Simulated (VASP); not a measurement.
# Ni (Fm-3m) in VASP: a series of runs

Ni is run at these levels: LDA; tasks: single point, relaxation of cell and atoms.

Program: VASP 6.6.1. These are calculated values, not measurements. Logs are shortened: lines on timing, memory, paths and dates and some standing lists are left out, and cuts for length are marked.

## (1) The cell of the first run

Symmetry: Fm-3m, No. 225, cubic system. Conventional cell: a = 2.911 Å, b = 2.911 Å, c = 2.911 Å, α = 90.00°, β = 90.00°, γ = 90.00°. Within 2.7 Å of Ni (site symmetry m-3m) lie 12 Ni at 2.06 Å.

## (2) Single point, LDA, collinear spin, ferromagnetic start

INCAR

```
SYSTEM = Ni
PREC = Accurate
ENCUT = 520
EDIFF = 1E-6
ISMEAR = -1
SIGMA = 0.05
LREAL = .False.
LASPH = .True.
NELM = 150
ALGO = Normal
ISIF = 2
LWAVE = .False.
LCHARG = .True.
ISPIN = 2
MAGMOM = 1
LORBIT = 11
LMAXMIX = 4
LELF = .True.
LVHAR = .True.
NBANDS = 15
```

KPOINTS

```
regular mesh
0
Gamma
  22 22 22
  0 0 0
```

POSCAR

```
Ni
1.0
    0.0000000000      1.4557097912      1.4557097912
    1.4557097912      0.0000000000      1.4557097912
    1.4557097912      1.4557097912      0.0000000000
Ni
1
Direct
    0.0000000000      0.0000000000      0.0000000000
```

Potentials or basis: VASP PAW LDA potentials, release 64 (Ni).

Launch:

```console
$ cat potpaw_LDA.64/Ni/POTCAR > POTCAR
$ mpirun -np 1 vasp_std > vasp.out
```

OUTCAR:

```text
SYSTEM = Ni
   PREC = Accurate
   ENCUT = 520
   EDIFF = 1E-6
   ISMEAR = -1
   LREAL = .False.
   LASPH = .True.
   NELM = 150
   ISIF = 2
   ISPIN = 2
   LORBIT = 11

 ion  position               nearest neighbor table
   1  0.000  0.000  0.000-

  LATTYP: Found a face centered cubic cell.
 ALAT       =     2.9114195824

  Lattice vectors:

 A1 = (   0.0000000000,   1.4557097912,   1.4557097912)
 A2 = (   1.4557097912,   0.0000000000,   1.4557097912)
 A3 = (   1.4557097912,   1.4557097912,   0.0000000000)

Analysis of symmetry for initial positions (statically):
=====================================================================
 Subroutine PRICEL returns:
 Original cell was already a primitive cell.

 Routine SETGRP: Setting up the symmetry group for a
 face centered cubic supercell.

 Subroutine GETGRP returns: Found 48 space group operations
 (whereof 48 operations were pure point group operations)
 out of a pool of 48 trial point group operations.

The static configuration has the point symmetry O_h .

Analysis of symmetry for dynamics (positions and initial velocities):
=====================================================================
 Subroutine PRICEL returns:
 Original cell was already a primitive cell.

 Routine SETGRP: Setting up the symmetry group for a
 face centered cubic supercell.

 Subroutine GETGRP returns: Found 48 space group operations
 (whereof 48 operations were pure point group operations)
 out of a pool of 48 trial point group operations.

The dynamic configuration has the point symmetry O_h .

Analysis of structural, dynamic, and magnetic symmetry:
=====================================================================
 Subroutine PRICEL returns:
 Original cell was already a primitive cell.

 Routine SETGRP: Setting up the symmetry group for a
 face centered cubic supercell.

 Subroutine GETGRP returns: Found 48 space group operations
 (whereof 48 operations were pure point group operations)
 out of a pool of 48 trial point group operations.

The overall configuration has the point symmetry O_h .

 Subroutine INISYM returns: Found 48 space group operations
 (whereof 48 operations are pure point group operations),
 and found     1 'primitive' translations

----------------------------------------------------------------------------------------

                                     Primitive cell

  volume of cell :       6.1696

  direct lattice vectors                    reciprocal lattice vectors
     0.000000000  1.455709791  1.455709791    -0.343475055  0.343475055  0.343475055
     1.455709791  0.000000000  1.455709791     0.343475055 -0.343475055  0.343475055
     1.455709791  1.455709791  0.000000000     0.343475055  0.343475055 -0.343475055

  length of vectors
     2.058684530  2.058684530  2.058684530     0.594916246  0.594916246  0.594916246

  position of ions in fractional coordinates (direct lattice)
     0.000000000  0.000000000  0.000000000

  ion indices of the primitive-cell ions
   primitive index   ion index
                 1           1

----------------------------------------------------------------------------------------

 KPOINTS: regular mesh

Automatic generation of k-mesh.
 Grid dimensions read from file:
 generate k-points for:   22   22   22

 Generating k-lattice:

  Cartesian coordinates                     Fractional coordinates (reciprocal lattice)
    -0.015612502  0.015612502  0.015612502     0.045454545  0.000000000  0.000000000
     0.015612502 -0.015612502  0.015612502     0.000000000  0.045454545  0.000000000
     0.015612502  0.015612502 -0.015612502     0.000000000  0.000000000  0.045454545

  Length of vectors
     0.027041648  0.027041648  0.027041648

  Shift w.r.t. Gamma in fractional coordinates (k-lattice)
     0.000000000  0.000000000  0.000000000

 Subroutine IBZKPT returns following result:
 ===========================================

 Found    328 irreducible k-points:

 Following reciprocal coordinates:
            Coordinates               Weight
  0.000000  0.000000  0.000000      1.000000
  0.045455  0.000000  0.000000      8.000000
  0.090909  0.000000  0.000000      8.000000
  0.136364  0.000000  0.000000      8.000000
  0.181818  0.000000  0.000000      8.000000
  0.227273  0.000000  0.000000      8.000000
[... 16 lines left out ...]
  0.500000  0.045455  0.000000     24.000000
 -0.454545  0.045455  0.000000     24.000000
 [... further k-points ...]
   k-points           NKPTS =    328   k-points in BZ     NKDIM =    328   number of bands    NBANDS=     15
   number of dos      NEDOS =    301   number of ions     NIONS =      1
   total plane-waves  NPLWV =   4096
   dimension x,y,z NGX =    16 NGY =   16 NGZ =   16
   dimension x,y,z NGXF=    32 NGYF=   32 NGZF=   32
   ions per type =               1
   NGX,Y,Z   is equivalent  to a cutoff of  12.92, 12.92, 12.92 a.u.
   NGXF,Y,Z  is equivalent  to a cutoff of  25.84, 25.84, 25.84 a.u.
 SYSTEM =  Ni
[... 82 lines left out ...]
     14      64.9287      0.00000
     15      65.3004      0.00000

 k-point     2 :       0.0455    0.0000    0.0000
  band No.  band energies     occupation
      1       6.8030      1.00000
      2      15.6065      1.00000
      3      15.7052      1.00000
      4      15.7052      1.00000
      5      18.2761      1.00000
      6      18.2761      1.00000
      7      48.0798      0.00000
      8      55.4834      0.00000
      9      56.8044      0.00000
     10      56.8044      0.00000
     11      63.4322      0.00000
     12      64.8166      0.00000
     13      64.9564      0.00000
     14      64.9564      0.00000
     15      66.3135      0.00000
[... 365 lines left out ...]
      3      15.5981      1.00000
      4      18.3032      1.00000
      5      20.0151      0.97954
      6      20.7828      0.00001
      7      31.7512      0.00000
      8      46.2840      0.00000
      9      54.9881      0.00000
     10      55.0268      0.00000
     11      60.5523      0.00000
     12      60.6066      0.00000
     13      63.7285      0.00000
     14      72.5381      0.00000
     15      83.3151      0.00000

 k-point    24 :      -0.4545    0.0455    0.0000
  band No.  band energies     occupation
      1      11.0634      1.00000
      2      15.4459      1.00000
      3      15.5981      1.00000
      4      18.2361      1.00000
      5      19.9118      0.99736
      6      20.7678      0.00001
      7      31.9360      0.00000
      8      46.3112      0.00000
      9      54.6047      0.00000
     10      55.6042      0.00000
     11      60.2448      0.00000
     12      60.8176      0.00000
     13      63.7422      0.00000
     14      72.3564      0.00000
     15      82.9887      0.00000

 [... further k-points ...]

 spin component 2

 k-point     1 :       0.0000    0.0000    0.0000
  band No.  band energies     occupation
      1       6.7279      1.00000
      2      15.9824      1.00000
      3      15.9824      1.00000
      4      15.9824      1.00000
      5      18.6054      1.00000
      6      18.6054      1.00000
      7      48.0927      0.00000
      8      56.8234      0.00000
      9      56.8234      0.00000
     10      56.8234      0.00000
     11      63.4123      0.00000
     12      65.0558      0.00000
     13      65.0558      0.00000
     14      65.0558      0.00000
     15      65.7452      0.00000

 k-point     2 :       0.0455    0.0000    0.0000
  band No.  band energies     occupation
      1       6.8559      1.00000
      2      15.9246      1.00000
      3      16.0253      1.00000
      4      16.0253      1.00000
      5      18.5816      1.00000
      6      18.5816      1.00000
      7      48.1176      0.00000
      8      55.5286      0.00000
      9      56.8486      0.00000
     10      56.8486      0.00000
     11      63.8519      0.00000
     12      65.0805      0.00000
     13      65.0805      0.00000
     14      65.1563      0.00000
     15      66.4724      0.00000
[... 365 lines left out ...]
      3      15.8848      1.00000
      4      18.4533      1.00000
      5      20.3711      0.03730
      6      21.0493      0.00000
      7      31.9852      0.00000
      8      46.3139      0.00000
      9      55.0835      0.00000
     10      55.1219      0.00000
     11      60.6551      0.00000
     12      60.7073      0.00000
     13      64.4722      0.00000
     14      72.6555      0.00000
     15      83.4708      0.00000

 k-point    24 :      -0.4545    0.0455    0.0000
  band No.  band energies     occupation
      1      11.2664      1.00000
      2      15.7271      1.00000
      3      15.8846      1.00000
      4      18.3799      1.00000
      5      20.2665      0.23903
      6      21.0447      0.00000
      7      32.1668      0.00000
      8      46.3417      0.00000
      9      54.7006      0.00000
     10      55.6979      0.00000
     11      60.3487      0.00000
     12      60.9202      0.00000
     13      64.4828      0.00000
     14      72.4740      0.00000
     15      83.1466      0.00000

 [... further k-points ...]
[... 5 lines left out ...]
  --------------------------------------------------------------------------------------
  -------------------------------------------------------------------------------------
  Total       15.0897602     15.0897602     15.0897602      0.0000000     -0.0000000     -0.0000000
  in kB     3918.6684141   3918.6684141   3918.6684141      0.0000000     -0.0000000     -0.0000000
  external PRESSURE =    3918.6684141 kB  Pullay stress =       0.0000000 kB

 VOLUME and BASIS-vectors are now :
 -----------------------------------------------------------------------------
  energy-cutoff  :      520.00
  volume of cell :        6.17
      direct lattice vectors                 reciprocal lattice vectors
     0.000000000  1.455709791  1.455709791    -0.343475055  0.343475055  0.343475055
     1.455709791  0.000000000  1.455709791     0.343475055 -0.343475055  0.343475055
     1.455709791  1.455709791  0.000000000     0.343475055  0.343475055 -0.343475055

 POSITION                                       TOTAL-FORCE (eV/Angst)
 -----------------------------------------------------------------------------------
      0.00000      0.00000      0.00000         0.000000      0.000000      0.000000
 -----------------------------------------------------------------------------------
    total drift:                                0.000000      0.000000     -0.000000

  FREE ENERGIE OF THE ION-ELECTRON SYSTEM (eV)
  ---------------------------------------------------
  free  energy   TOTEN  =        -3.6111170926 eV

  energy  without entropy=       -3.5985172959  energy(sigma->0) =       -3.60481719

 total charge

# of ion       s       p       d       tot
------------------------------------------
    1        0.851   1.271   8.976  11.098

 magnetization (x)

# of ion       s       p       d       tot
------------------------------------------
    1       -0.002  -0.010   0.309   0.296
```

Wall time 34 s (1 thread of Intel Xeon Platinum 8259CL at 2.50GHz (Skylake/Cascade Lake), shared host); peak memory 0.15 GiB.

Results:

```yaml
Free_energy: -3.6111 eV
Pressure: 391.9 GPa
Net_moment: 0.31 μB per cell
Site_moments: Ni +0.30 μB
```

## (3) Single point, LDA, collinear spin, ferromagnetic start

INCAR

```
PREC = Accurate
ENCUT = 520
EDIFF = 1E-6
ISMEAR = -1
SIGMA = 0.05
LREAL = False
LASPH = True
NELM = 150
ALGO = Normal
ISIF = 2
LWAVE = False
LCHARG = True
ISPIN = 2
MAGMOM = 1
LORBIT = 11
LMAXMIX = 4
LELF = True
LVHAR = True
NBANDS = 15
```

KPOINTS

```
regular mesh
0
Gamma
  22 22 22
```

POSCAR

```
Ni
1.0
    0.0000000000      1.4560304873      1.4560304873
    1.4560304873      0.0000000000      1.4560304873
    1.4560304873      1.4560304873      0.0000000000
Ni
1
Direct
    0.0000000000      0.0000000000      0.0000000000
```

Potentials or basis: VASP PAW LDA potentials, release 64 (Ni).

Launch:

```console
$ cat potpaw_LDA.64/Ni/POTCAR > POTCAR
$ mpirun -np 1 vasp_std > vasp.out
```

It took 31 s on 1 thread of Intel Xeon Platinum 8259CL at 2.50GHz (Skylake/Cascade Lake), shared host; peak memory 0.15 GiB.

The run converged. Its results:

```
Free energy  : -3.6211 eV
Pressure     : 390.7 GPa
Net moment   : 0.31 μB per cell
Site moments : Ni +0.30 μB
```

Levels at points of the mesh, in eV from the Fermi level:
Spin up:
```tsv
k point	band 1	band 2	band 3	band 4	band 5	band 6	band 7	band 8	band 9	band 10
(0.00, 0.00, 0.00)	-13.53	-4.54	-4.54	-4.54	-1.91	-1.91	27.85	36.56	36.56	36.56
(0.50, 0.00, 0.00)	-9.23	-4.68	-4.68	-1.16	-0.20	-0.20	11.48	26.14	35.68	35.68
(0.50, 0.50, 0.00)	-9.78	-8.72	-0.20	0.23	0.23	3.36	15.80	20.96	20.96	29.05
```
Spin down:
| k point | band 1 | band 2 | band 3 | band 4 | band 5 | band 6 | band 7 | band 8 | band 9 | band 10 |
| --- | --- | --- | --- | --- | --- | --- | --- | --- | --- | --- |
| (0.00, 0.00, 0.00) | -13.47 | -4.22 | -4.22 | -4.22 | -1.60 | -1.60 | 27.88 | 36.60 | 36.60 | 36.60 |
| (0.50, 0.00, 0.00) | -9.03 | -4.40 | -4.40 | -1.11 | 0.16 | 0.16 | 11.71 | 26.17 | 35.77 | 35.77 |
| (0.50, 0.50, 0.00) | -9.61 | -8.46 | 0.13 | 0.61 | 0.61 | 3.43 | 15.99 | 21.03 | 21.03 | 29.23 |

## (4) Single point, LDA, collinear spin, ferromagnetic start

This run uses another cell than the first one, of 10.04 Å³/atom, 1.627 times its volume.

INCAR

```
SYSTEM = Ni
PREC = Accurate
ENCUT = 520
EDIFF = 1E-6
ISMEAR = -1
SIGMA = 0.05
LREAL = .FALSE.
LASPH = .TRUE.
NELM = 150
ALGO = Normal
ISIF = 2
LWAVE = .FALSE.
LCHARG = .FALSE.
ISPIN = 2
MAGMOM = 1
LORBIT = 11
LMAXMIX = 4
NBANDS = 15
```

KPOINTS

```
Automatic mesh
0
G
  20 20 20
  0 0 0
```

POSCAR

```
Ni
1.0
    0.0000000000      1.7121224610      1.7121224610
    1.7121224610      0.0000000000      1.7121224610
    1.7121224610      1.7121224610      0.0000000000
Ni
1
Direct
    0.0000000000      0.0000000000      0.0000000000
```

Launch:

```console
$ cat potpaw_LDA.64/Ni/POTCAR > POTCAR
$ mpirun -np 1 vasp_std > vasp.out
```

Run time: 61 s. Hardware: 1 thread of Intel Xeon Platinum 8259CL at 2.50GHz (Skylake/Cascade Lake), shared host; peak memory 0.16 GiB.

The run converged. Its results:

- Free energy: -6.5859 eV
- Pressure: -0.2 GPa
- Net moment: 0.59 μB per cell
- Site moments: Ni +0.59 μB
- Valence electrons inside the program's atomic spheres: Ni 9.47

Levels at points of the mesh, in eV from the Fermi level:
Spin up:
| k point | band 3 | band 4 | band 5 | band 6 | band 7 | band 8 |
| --- | --- | --- | --- | --- | --- | --- |
| (0.00, 0.00, 0.00) | -2.56 | -2.56 | -1.27 | -1.27 | 24.46 | 28.86 |
| (0.50, 0.00, 0.00) | -2.57 | -0.48 | -0.48 | -0.40 | 6.32 | 22.94 |
| (0.50, 0.50, 0.00) | -0.46 | -0.31 | -0.31 | 2.51 | 10.03 | 15.54 |
Spin down:
| k point | band 3 | band 4 | band 5 | band 6 | band 7 | band 8 |
| --- | --- | --- | --- | --- | --- | --- |
| (0.00, 0.00, 0.00) | -1.95 | -1.95 | -0.71 | -0.71 | 24.45 | 28.91 |
| (0.50, 0.00, 0.00) | -2.03 | -0.36 | 0.16 | 0.16 | 6.71 | 22.92 |
| (0.50, 0.50, 0.00) | 0.13 | 0.39 | 0.39 | 2.57 | 10.31 | 15.62 |

## (5) Relaxation of cell and atoms, LDA, collinear spin, ferromagnetic start, target pressure 390 GPa, at which the enthalpy is minimised

INCAR

```
PREC     = Accurate       # precision mode
ENCUT    = 600            # plane-wave cutoff, eV
EDIFF    = 1E-6           # SCF threshold, eV
ISMEAR   = -1             # smearing method
SIGMA    = 0.05           # smearing width, eV
LREAL    = False          # projectors in reciprocal space
LASPH    = True           # aspherical terms in the spheres
NELM     = 150            # most SCF steps
ALGO     = Normal         # electronic algorithm
ISIF     = 3              # what is computed and relaxed
LWAVE    = False          # write WAVECAR
LCHARG   = False          # write CHGCAR
ISPIN    = 2              # spin polarisation
MAGMOM   = 1              # initial moments
LORBIT   = 11             # projections on sites
LMAXMIX  = 4              # l up to which the mixer works
IBRION   = 2              # ionic algorithm
NSW      = 60             # ionic steps
EDIFFG   = -0.005         # ionic threshold
PSTRESS  = 3900.0
```

KPOINTS

```
Automatic mesh
0
Gamma
  22 22 22
```

POSCAR

```
Ni
1.0
    0.0000000000      1.4552053469      1.4552053469
    1.4552053469      0.0000000000      1.4552053469
    1.4552053469      1.4552053469      0.0000000000
Ni
1
Direct
    0.0000000000      0.0000000000      0.0000000000
```

Launch:

```console
$ cat potpaw_LDA.64/Ni/POTCAR > POTCAR
$ mpirun -np 1 vasp_std > vasp.out
```

Wall time 45 s (1 thread of Intel Xeon Platinum 8259CL at 2.50GHz (Skylake/Cascade Lake), shared host); peak memory 0.15 GiB.

Results (log left out):

```yaml
Free_energy: -3.6267 eV
Relaxed_volume: 6.18 Å³/atom
Relaxed_cell: a = 2.059 Å, b = 2.059 Å, c = 2.059 Å, α = 60.00°, β = 60.00°, γ = 60.00°
Space_group_after_relaxing_to_0.05_Å: Fm-3m (No. 225)
Energy_change_on_relaxing_the_enthalpy_is_what_falls: -30.7 meV/atom
Ionic_steps: 3
Pressure_after_relaxing: 390.0 GPa
Net_moment: 0.31 μB per cell
Site_moments: Ni +0.30 μB
```

The path:
```
step  energy change (eV)  largest force (eV/Å)  pressure (GPa)  volume (Å³)
   1              0.0000                0.0000          393.42         6.16
   2             -0.2781                0.0000          361.79         6.28
   3             -0.0307                0.0000          390.01         6.18
```

Final structure:
```yaml
crystal:
  lattice:
    - [0.00000, 1.45619, 1.45619]
    - [1.45619, 0.00000, 1.45619]
    - [1.45619, 1.45619, 0.00000]
  atoms:
    - { symbol: Ni, position: [0.00000, 0.00000, 0.00000] }
```

Levels at points of the mesh, in eV from the Fermi level:
Spin up:
```csv
k point,band 2,band 3,band 4,band 5,band 6,band 7,band 8,band 9
"(0.00, 0.00, 0.00)",-4.54,-4.54,-4.54,-1.91,-1.91,27.85,36.56,36.56
"(0.50, 0.00, 0.00)",-4.68,-4.68,-1.16,-0.20,-0.20,11.47,26.14,35.67
"(0.50, 0.50, 0.00)",-8.71,-0.20,0.23,0.23,3.36,15.80,20.95,20.95
```
Spin down:
```
           k point  band 1  band 2  band 3  band 4  band 5  band 6  band 7  band 8  band 9  band 10
(0.00, 0.00, 0.00)  -13.47   -4.22   -4.22   -4.22   -1.60   -1.60   27.88   36.60   36.60    36.60
(0.50, 0.00, 0.00)   -9.02   -4.39   -4.39   -1.11    0.16    0.16   11.71   26.17   35.77    35.77
(0.50, 0.50, 0.00)   -9.60   -8.46    0.13    0.61    0.61    3.43   15.99   21.02   21.02    29.22
```

Caveat: the cell is relaxed towards a set pressure, so the enthalpy falls and the energy may rise.

## (6) Overview

```csv
task,cell,k mesh,cutoff (eV),gap on the mesh (eV),pressure (GPa),moment (μB)
single point,"a = 2.059 Å, angles 60.0°, 1 atom",22 × 22 × 22,520,none,390.7,0.31
single point,"a = 2.421 Å, angles 60.0°, 1 atom",20 × 20 × 20,520,none,-0.2,0.59
relaxation of cell and atoms,"relaxed to 390 GPa from a = 2.058 Å, angles 60.0°, 1 atom",22 × 22 × 22,600,none,390.0,0.31
```

Alike in all rows: level LDA; potentials or basis VASP PAW LDA potentials, release 64 (Ni); spin collinear, ferromagnetic start; smearing fermi-dirac 0.05 eV.

Caveats: the cell is relaxed towards a set pressure, so the enthalpy falls and the energy may rise (some runs).

Absolute energies hang on the potentials; compare differences alone.
